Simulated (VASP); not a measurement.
# Si2Sn (Fm-3m) in VASP: a series of runs, part 2 of 2

VASP 6.6.1.

## 3. Single point, PBE

This run uses another cell than the first one, of 23.73 Å³/atom, 1.310 times its volume.

Input file INCAR:

```
SYSTEM = Si2Sn
ALGO     = Normal         ! electronic algorithm
EDIFF    = 1E-6           ! SCF threshold, eV
ENCUT    = 500            ! plane-wave cutoff, eV
GGA      = PE             ! functional
GGA_COMPAT= .False.      
ISIF     = 2              ! what is computed and relaxed
ISMEAR   = 0              ! smearing method
LASPH    = .True.         ! aspherical terms in the spheres
LCHARG   = .False.        ! write CHGCAR
LREAL    = .False.        ! projectors in reciprocal space
LWAVE    = .False.        ! write WAVECAR
NBANDS   = 18             ! bands
NELM     = 120            ! most SCF steps
PREC     = Accurate       ! precision mode
SIGMA    = 0.1            ! smearing width, eV
```

Input file KPOINTS:

```
k-points
0
Gamma
  6 6 6
  0 0 0
```

Input file POSCAR:

```
Si2Sn
1.0
    0.0000000000      3.2896533668      3.2896533668
    3.2896533668      0.0000000000      3.2896533668
    3.2896533668      3.2896533668      0.0000000000
Si Sn
2 1
Direct
    0.2500000000      0.2500000000      0.2500000000
    0.7500000000      0.7500000000      0.7500000000
    0.0000000000      0.0000000000      0.0000000000
```

Potentials or basis: VASP PAW PBE potentials, release 64 (Si, Sn_d).

Started as:

```console
$ cat potpaw_PBE.64/Si/POTCAR potpaw_PBE.64/Sn_d/POTCAR > POTCAR
$ mpirun -np 1 vasp_std > vasp.out
```

OUTCAR:

```text
SYSTEM = Si2Sn
   EDIFF = 1E-6
   ENCUT = 500
   GGA = PE
   ISIF = 2
   ISMEAR = 0
   LASPH = .True.
   LREAL = .False.
   NELM = 120
   PREC = Accurate

 ion  position               nearest neighbor table
   1  0.250  0.250  0.250-   3 2.85   3 2.85   3 2.85   3 2.85
   2  0.750  0.750  0.750-   3 2.85   3 2.85   3 2.85   3 2.85
   3  0.000  0.000  0.000-   1 2.85   2 2.85   2 2.85   2 2.85   2 2.85   1 2.85   1 2.85   1 2.85

  LATTYP: Found a face centered cubic cell.
 ALAT       =     6.5793067336

  Lattice vectors:

 A1 = (   0.0000000000,   3.2896533668,   3.2896533668)
 A2 = (   3.2896533668,   0.0000000000,   3.2896533668)
 A3 = (   3.2896533668,   3.2896533668,   0.0000000000)

Analysis of symmetry for initial positions (statically):
=====================================================================
 Subroutine PRICEL returns:
 Original cell was already a primitive cell.

 Routine SETGRP: Setting up the symmetry group for a
 face centered cubic supercell.

 Subroutine GETGRP returns: Found 48 space group operations
 (whereof 48 operations were pure point group operations)
 out of a pool of 48 trial point group operations.

The static configuration has the point symmetry O_h .

Analysis of symmetry for dynamics (positions and initial velocities):
=====================================================================
 Subroutine PRICEL returns:
 Original cell was already a primitive cell.

 Routine SETGRP: Setting up the symmetry group for a
 face centered cubic supercell.

 Subroutine GETGRP returns: Found 48 space group operations
 (whereof 48 operations were pure point group operations)
 out of a pool of 48 trial point group operations.

The dynamic configuration has the point symmetry O_h .

 Subroutine INISYM returns: Found 48 space group operations
[... 106 lines left out ...]
   EFERMI_NEDOS =   21; number of points for ismear=-14 and -15
   IALGO  =     38    algorithm
   IMIX   =      4    mixing-type and parameters
     AMIX     =   0.40;   BMIX     =  1.00
     AMIX_MAG =   1.60;   BMIX_MAG =  1.00
  volume/ion in A,a.u.               =      23.73       160.16
  Fermi-wavevector in a.u.,A,eV,Ry     =   1.106765  2.091483 16.666181  1.224930
  Thomas-Fermi vector in A             =   2.243271
   LORBIT       =      0    0 simple, 1 ext, 2 COOP (PROOUT), +10 PAW based schemes
   GGA     = PE    functional components
   LHFCALC =     F    Hartree Fock is set to
   AEXX    =    0.0000 exact exchange contribution
   IVDW    =     0    specifies the selected vdW correction
   LEPSILON=     F    determine dielectric tensor
   LRPA    =     F    only Hartree local field effects (RPA)
 non-spin polarized calculation
 Gauss-broadening in eV      SIGMA  =   0.10
  energy-cutoff  :      500.00
  volume of cell :       71.20
 maximum number of plane-waves:      1821
 NGX is ok and might be reduce to    36
   NGX = 17   NGY = 17   NGZ = 17

 number of electron      21.9999994 magnetization

 Free energy of the ion-electron system (eV)
  ---------------------------------------------------
  ext. energy  EPLUGINS =         0.00000000
  ---------------------------------------------------
  free energy    TOTEN  =       -12.41165752 eV

  energy without entropy =      -12.39444574  energy(sigma->0) =      -12.40305163

 E-fermi :   6.3300     XC(G=0):  -9.6171

 val. band max:        6.1108634072   @ k =   0.1667   0.0000   0.0000
 cond. band min:       6.3608667718   @ k =   0.5000   0.3333   0.0000
 fundamental gap:      0.2500033647
 Fermi energy:         6.3300279251

 k-point     1 :       0.0000    0.0000    0.0000
  band No.  band energies     occupation
      1     -15.0794      2.00000
      2     -15.0794      2.00000
      3     -15.0794      2.00000
      4     -15.0407      2.00000
      5     -15.0407      2.00000
      6      -5.2045      2.00000
[... 313 lines left out ...]
      5     -15.0376      2.00000
      6      -1.8676      2.00000
[... 10 lines left out ...]
     17      12.5345      0.00000
     18      15.0460      0.00000

------------------------ aborting loop because EDIFF is reached ----------------------------------------

  FORCE on cell =-STRESS in cart. coord.  units (eV):
  Direction    XX          YY          ZZ          XY          YZ          ZX
  --------------------------------------------------------------------------------------
  -------------------------------------------------------------------------------------
  Total        0.0008965      0.0008965      0.0008965      0.0000000      0.0000000      0.0000000
  in kB        0.0201743      0.0201743      0.0201743      0.0000000      0.0000000      0.0000000
  external PRESSURE =       0.0201743 kB  Pullay stress =       0.0000000 kB

 VOLUME and BASIS-vectors are now :
 -----------------------------------------------------------------------------
  energy-cutoff  :      500.00
  volume of cell :       71.20
      direct lattice vectors                 reciprocal lattice vectors
     0.000000000  3.289653367  3.289653367    -0.151991698  0.151991698  0.151991698
     3.289653367  0.000000000  3.289653367     0.151991698 -0.151991698  0.151991698
     3.289653367  3.289653367  0.000000000     0.151991698  0.151991698 -0.151991698

 POSITION                                       TOTAL-FORCE (eV/Angst)
 -----------------------------------------------------------------------------------
      1.64483      1.64483      1.64483         0.000000     -0.000000      0.000000
      4.93448      4.93448      4.93448        -0.000000     -0.000000     -0.000000
      0.00000      0.00000      0.00000         0.000000      0.000000      0.000000
 -----------------------------------------------------------------------------------
    total drift:                               -0.000000      0.000000      0.000000

  FREE ENERGIE OF THE ION-ELECTRON SYSTEM (eV)
  ---------------------------------------------------
  free  energy   TOTEN  =       -12.4116575187 eV

  energy  without entropy=      -12.3944457360  energy(sigma->0) =      -12.40305163
```

It took 26 s on 1 thread of AMD EPYC 7R43 (Zen 3), shared host; peak memory 0.16 GiB.

What came out:

```
Free energy            : -12.4117 eV
Pressure               : 0.0 GPa
Band gap on the k mesh : zero (band 11 reaches 7.08 eV, above the bottom of band 12 at 5.61 eV)
```

Caveat: spin-orbit coupling is left out, which moves the levels of the heavy elements.

## 4. Relaxation of cell and atoms, PBE

Input file INCAR:

```
PREC = Accurate
ENCUT = 500
EDIFF = 1E-7
ISMEAR = 0
SIGMA = 0.1
LREAL = F
LASPH = T
NELM = 120
ALGO = Normal
ISIF = 3
LWAVE = F
LCHARG = F
GGA = PE
IBRION = 2
NSW = 90
EDIFFG = -0.04
GGA_COMPAT = F
NELMIN = 4
```

Input file KPOINTS:

```
Automatic mesh
0
Gamma
  6 6 6
```

Input file POSCAR:

```
Si2Sn
1.0
    0.0000000000      3.0061132044      3.0061132044
    3.0061132044      0.0000000000      3.0061132044
    3.0061132044      3.0061132044      0.0000000000
Si Sn
2 1
Direct
    0.2500000000      0.2500000000      0.2500000000
    0.7500000000      0.7500000000      0.7500000000
    0.0000000000      0.0000000000      0.0000000000
```

Started as:

```console
$ cat potpaw_PBE.64/Si/POTCAR potpaw_PBE.64/Sn_d/POTCAR > POTCAR
$ mpirun -np 1 vasp_std > vasp.out
```

Run time: 57 s. Hardware: 1 thread of AMD EPYC 7R43 (Zen 3), shared host; peak memory 0.15 GiB.

Results (log left out):

| Property | Result |
| --- | --- |
| Free energy | -12.4096 eV |
| Relaxed volume | 23.76 Å³/atom |
| Relaxed cell | a = 4.654 Å, b = 4.654 Å, c = 4.654 Å, α = 60.00°, β = 60.00°, γ = 60.00° |
| Space group after relaxing (to 0.05 Å) | Fm-3m (No. 225) |
| Energy gained by relaxing | 346.2 meV/atom |
| Ionic steps | 4 |
| Pressure after relaxing | 0.0 GPa |
| Band gap on the k mesh | zero (band 11 reaches 7.07 eV, above the bottom of band 12 at 5.60 eV) |

Step by step:
| step | energy change (eV) | largest force (eV/Å) | pressure (GPa) | volume (Å³) |
| --- | --- | --- | --- | --- |
| 1 | 0.0000 | 0.0000 | 25.34 | 54.33 |
| 2 | -0.8913 | 0.0000 | -4.85 | 80.11 |
| 3 | -1.0381 | 0.0000 | 0.32 | 70.78 |
| 4 | -1.0385 | 0.0000 | -0.04 | 71.27 |

Final structure:
```cif
data_structure
_symmetry_space_group_name_H-M 'P 1'
_symmetry_Int_Tables_number 1
_cell_length_a 4.6539
_cell_length_b 4.6539
_cell_length_c 4.6539
_cell_angle_alpha 60.000
_cell_angle_beta 60.000
_cell_angle_gamma 60.000
_cell_volume 71.27
loop_
_atom_site_label
_atom_site_type_symbol
_atom_site_fract_x
_atom_site_fract_y
_atom_site_fract_z
_atom_site_occupancy
Si1 Si 0.25000 0.25000 0.25000 1
Si2 Si 0.75000 0.75000 0.75000 1
Sn1 Sn 0.00000 0.00000 0.00000 1
```

Levels at points of the mesh, in eV from the Fermi level:
| k point | band 7 | band 8 | band 9 | band 10 | band 11 | band 12 | band 13 | band 14 | band 15 |
| --- | --- | --- | --- | --- | --- | --- | --- | --- | --- |
| (0.00, 0.00, 0.00) | -4.18 | -1.20 | -1.20 | -1.20 | -0.86 | -0.72 | -0.72 | -0.72 | 3.02 |
| (0.50, 0.00, 0.00) | -8.35 | -3.85 | -2.44 | -2.44 | -0.48 | -0.48 | -0.22 | 4.14 | 5.03 |
| (0.50, 0.50, 0.00) | -8.20 | -6.02 | -4.06 | -4.06 | -0.82 | 3.44 | 3.44 | 4.44 | 5.36 |

Caveat: the volume moved by over 15 % at a fixed basis, so the end points are rough; spin-orbit coupling is left out, which moves the levels of the heavy elements.

## 5. Summary

```tsv
task	cell	gap on the mesh (eV)	pressure (GPa)
single point	a = 4.251 Å, angles 60.0°, 3 atoms	none	25.3
single point	a = 4.652 Å, angles 60.0°, 3 atoms	none	0.0
relaxation of cell and atoms	relaxed from a = 4.251 Å, angles 60.0°, 3 atoms	none	0.0
```

Alike in all rows: level PBE; potentials or basis VASP PAW PBE potentials, release 64 (Si, Sn_d); no spin polarisation; k mesh 6 × 6 × 6; cutoff (eV) 500; smearing gaussian 0.1 eV.

Caveats: spin-orbit coupling is left out, which moves the levels of the heavy elements; the volume moved by over 15 % at a fixed basis, so the end points are rough (some runs).

Total energies depend on the potentials used, so only differences within one code and one set of settings carry meaning.
